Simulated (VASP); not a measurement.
# Ti3Al (P-6m2) in VASP: a series of runs

Runs on Ti3Al. Level: PBE. Tasks: single point.

Everything below comes from runs of VASP 6.6.1. Logs are shortened: lines on timing, memory, paths and dates and some standing lists are left out, and cuts for length are marked.

### Step 1. The cell of the first run

It takes space group P-6m2 (No. 187, hexagonal). Conventional cell: a = 2.871 Å, b = 2.871 Å, c = 9.612 Å, α = 90.00°, β = 90.00°, γ = 120.00°. Ti (site symmetry -6m2) has 12 Ti at 2.87 to 2.92 Å within 3.8 Å. Within 3.8 Å of Ti (site symmetry 3m) lie 9 Ti at 2.87 to 2.92 Å and 3 Al at 2.92 Å. Al (site symmetry -6m2) has 6 Al at 2.87 Å and 6 Ti at 2.92 Å within 3.8 Å.

### Step 2. Single point, PBE (17.16 Å³/atom)

The input, INCAR:

```
SYSTEM = Ti3Al
PREC = Accurate ; ENCUT = 520
EDIFF = 1E-7 ; ISMEAR = 0
SIGMA = 0.15 ; LREAL = .FALSE.
LASPH = .TRUE. ; NELM = 100
ALGO = Fast ; ISIF = 2
LWAVE = .FALSE. ; LCHARG = .FALSE.
GGA = PE ; NBANDS = 28
```

The input, KPOINTS:

```
Automatic mesh
0
G
  18 18 6
  0 0 0
```

The input, POSCAR:

```
Ti3Al
1.0
    2.8711016544      0.0000000000      0.0000000000
   -1.4355508272      2.4864469696      0.0000000000
    0.0000000000      0.0000000000      9.6124483390
Ti Al
3 1
Direct
    0.6666666667      0.3333333333      0.0000000000
    0.3333333333      0.6666666667      0.7504575700
    0.3333333333      0.6666666667      0.2495424300
    0.6666666667      0.3333333333      0.5000000000
```

Potentials or basis: VASP PAW PBE potentials, release 64 (Ti_sv, Al).

On the command line:

```bash
$ cat potpaw_PBE.64/Ti_sv/POTCAR potpaw_PBE.64/Al/POTCAR > POTCAR
$ mpirun -np 1 vasp_std > vasp.out
```

OUTCAR:

```text
SYSTEM = Ti3Al
   PREC = Accurate
   ENCUT = 520
   EDIFF = 1E-7
   ISMEAR = 0
   LREAL = .FALSE.
   LASPH = .TRUE.
   NELM = 100
   ISIF = 2
   GGA = PE

 ion  position               nearest neighbor table
   1  0.667  0.333  0.000-   2 2.92   3 2.92   2 2.92   3 2.92   2 2.92   3 2.92
   2  0.333  0.667  0.750-   1 2.92   1 2.92   1 2.92   4 2.92   4 2.92   4 2.92
   3  0.333  0.667  0.250-   1 2.92   1 2.92   1 2.92   4 2.92   4 2.92   4 2.92
   4  0.667  0.333  0.500-   2 2.92   3 2.92   2 2.92   3 2.92   2 2.92   3 2.92

  LATTYP: Found a hexagonal cell.
 ALAT       =     2.8711016544
 C/A-ratio  =     3.3480000000

  Lattice vectors:

 A1 = (   2.8711016544,   0.0000000000,   0.0000000000)
 A2 = (  -1.4355508272,   2.4864469696,   0.0000000000)
 A3 = (   0.0000000000,   0.0000000000,   9.6124483390)

Analysis of symmetry for initial positions (statically):
=====================================================================
 Subroutine PRICEL returns:
 Original cell was already a primitive cell.

 Routine SETGRP: Setting up the symmetry group for a
 hexagonal supercell.

 Subroutine GETGRP returns: Found 12 space group operations
 (whereof 12 operations were pure point group operations)
 out of a pool of 24 trial point group operations.

The static configuration has the point symmetry D_3h.

Analysis of symmetry for dynamics (positions and initial velocities):
=====================================================================
 Subroutine PRICEL returns:
 Original cell was already a primitive cell.

 Routine SETGRP: Setting up the symmetry group for a
 hexagonal supercell.

 Subroutine GETGRP returns: Found 12 space group operations
 (whereof 12 operations were pure point group operations)
 out of a pool of 24 trial point group operations.

The dynamic configuration has the point symmetry D_3h.

 Subroutine INISYM returns: Found 12 space group operations
 (whereof 12 operations are pure point group operations),
 and found     1 'primitive' translations

----------------------------------------------------------------------------------------

                                     Primitive cell

  volume of cell :      68.6218

  direct lattice vectors                    reciprocal lattice vectors
     2.871101654  0.000000000  0.000000000     0.348298361  0.201090152  0.000000000
    -1.435550827  2.486446970  0.000000000     0.000000000  0.402180305  0.000000000
     0.000000000  0.000000000  9.612448339     0.000000000  0.000000000  0.104031768

  length of vectors
[... 84 lines left out ...]
   ENCUT  =  520.0 eV  38.22 Ry    6.18 a.u.   5.34  5.34 17.87*2*pi/ulx,y,z
   NELM   =    100;   NELMIN=  2; NELMDL= -5     # of ELM steps
   EDIFF  = 0.1E-06   stopping-criterion for ELM
   LREAL  =      F    real-space projection
   EDIFFG = 0.1E-05   stopping-criterion for IOM
   NSW    =      0    number of steps for IOM
   IBRION =     -1    ionic relax: 0-MD 1-quasi-New 2-CG
   NFREE  =      0    steps in history (QN), initial steepest desc. (CG)
   ISIF   =      2    stress and relaxation
   ISYM   =      2    0-nonsym 1-usesym 2-fastsym
   POTIM  = 0.5000    time-step for ionic-motion
   TEBEG  =    0.0;   TEEND  =   0.0 temperature during run
   PSTRESS=    0.0 pullay stress
   NELECT =      39.0000    total number of electrons
   NUPDOWN=      -1.0000    fix difference up-down
   EMIN   =  10.00;   EMAX   =-10.00  energy-range for DOS
   EFERMI =   0.00;   METHOD = LEGACY
   ISMEAR =     0;   SIGMA  =   0.15  broadening in eV -4-tet -1-fermi 0-gaus
   EFERMI_NEDOS =   21; number of points for ismear=-14 and -15
   IALGO  =     68    algorithm
   IMIX   =      4    mixing-type and parameters
     AMIX     =   0.40;   BMIX     =  1.00
     AMIX_MAG =   1.60;   BMIX_MAG =  1.00
  volume/ion in A,a.u.               =      17.16       115.77
  Fermi-wavevector in a.u.,A,eV,Ry     =   1.356050  2.562563 25.019375  1.838872
  Thomas-Fermi vector in A             =   2.483086
   LORBIT       =      0    0 simple, 1 ext, 2 COOP (PROOUT), +10 PAW based schemes
   GGA     = PE    functional components
   LHFCALC =     F    Hartree Fock is set to
   AEXX    =    0.0000 exact exchange contribution
   IVDW    =     0    specifies the selected vdW correction
   LEPSILON=     F    determine dielectric tensor
   LRPA    =     F    only Hartree local field effects (RPA)
 non-spin polarized calculation
 RMM-DIIS sequential band-by-band and
 Gauss-broadening in eV      SIGMA  =   0.15
  energy-cutoff  :      520.00
  volume of cell :       68.62
 maximum number of plane-waves:      1878
 NGX is ok and might be reduce to    24
   NGX = 11   NGY = 11   NGZ = 35

 number of electron      39.0000003 magnetization

 Free energy of the ion-electron system (eV)
  ---------------------------------------------------
  ext. energy  EPLUGINS =         0.00000000
  ---------------------------------------------------
  free energy    TOTEN  =       -27.71611474 eV

  energy without entropy =      -27.66702260  energy(sigma->0) =      -27.69156867

 E-fermi :   7.9945     XC(G=0): -11.1828

 val. band max:        7.9765067016   @ k =   0.2778   0.2778   0.3333
 cond. band min:       8.0026843051   @ k =   0.4444   0.0000   0.5000
 fundamental gap:      0.0261776034
 Fermi energy:         7.9944938903

 k-point     1 :       0.0000    0.0000    0.0000
  band No.  band energies     occupation
      1     -48.7231      2.00000
      2     -48.6805      2.00000
      3     -48.6401      2.00000
      4     -25.2074      2.00000
      5     -24.9849      2.00000
      6     -24.7418      2.00000
[... 733 lines left out ...]
     27      10.8961      0.00000
     28      11.2541      0.00000

 [... further k-points ...]
[... 5 lines left out ...]
  --------------------------------------------------------------------------------------
  -------------------------------------------------------------------------------------
  Total        1.0448903      1.0448903     -2.5503237      0.0000000      0.0000000      0.0000000
  in kB       24.3960483     24.3960483    -59.5448348      0.0000000      0.0000000      0.0000000
  external PRESSURE =      -3.5842461 kB  Pullay stress =       0.0000000 kB

 VOLUME and BASIS-vectors are now :
 -----------------------------------------------------------------------------
  energy-cutoff  :      520.00
  volume of cell :       68.62
      direct lattice vectors                 reciprocal lattice vectors
     2.871101654  0.000000000  0.000000000     0.348298361  0.201090152  0.000000000
    -1.435550827  2.486446970  0.000000000     0.000000000  0.402180305  0.000000000
     0.000000000  0.000000000  9.612448339     0.000000000  0.000000000  0.104031768

 POSITION                                       TOTAL-FORCE (eV/Angst)
 -----------------------------------------------------------------------------------
      1.43555      0.82882      0.00000         0.000000     -0.000000      0.000000
     -0.00000      1.65763      7.21373        -0.000000      0.000000     -0.145399
     -0.00000      1.65763      2.39871         0.000000      0.000000      0.145399
      1.43555      0.82882      4.80622        -0.000000      0.000000      0.000000
 -----------------------------------------------------------------------------------
    total drift:                                0.000000     -0.000000      0.000000

  FREE ENERGIE OF THE ION-ELECTRON SYSTEM (eV)
  ---------------------------------------------------
  free  energy   TOTEN  =       -27.7161147370 eV

  energy  without entropy=      -27.6670226014  energy(sigma->0) =      -27.69156867
```

stdout:

```text
POSCAR found type information on POSCAR TiAl
 POSCAR found :  2 types and       4 ions
[... 55 lines left out ...]
 num prob  num prob  num prob  num prob  num prob  num prob  num prob  num prob  num prob  num prob  num prob  num prob  num prob  num prob  num prob  num prob  num prob  num prob  num prob  num prob  num prob  num prob  num prob  num prob  num prob  num prob  num prob  num prob  num prob RMM:  36    -0.277161044703E+02   -0.26045E-05   -0.31848E-05 12086   0.188E-02    0.557E-03
 num prob  num prob  num prob  num prob  num prob  num prob  num prob WARNING in EDDRMM: call to ZHEGV failed, returncode =   8  4      7
 num prob WARNING in EDDRMM: call to ZHEGV failed, returncode =   8  4      7
 num prob  num prob  num prob  nu
```

It took 10 min on 1 thread of Intel Xeon 6975P-C (Granite Rapids), shared host; peak memory 0.36 GiB.

What came out:

```
Free energy            : -27.7161 eV
Pressure               : -0.4 GPa
Largest force          : 0.145 eV/Å
Band gap on the k mesh : zero (an odd number of electrons rules out a gap without spin polarisation)
```

Forces in eV/Å, atoms in the order of the input:
```
Ti   0.000  0.000  0.000
Ti   0.000  0.000 -0.145
Ti   0.000  0.000  0.145
Al   0.000  0.000  0.000
```

Stress tensor (GPa, compression positive):
```
 2.44  0.00  0.00
 0.00  2.44  0.00
 0.00  0.00 -5.95
```

(Continued in part 2 of 2.)
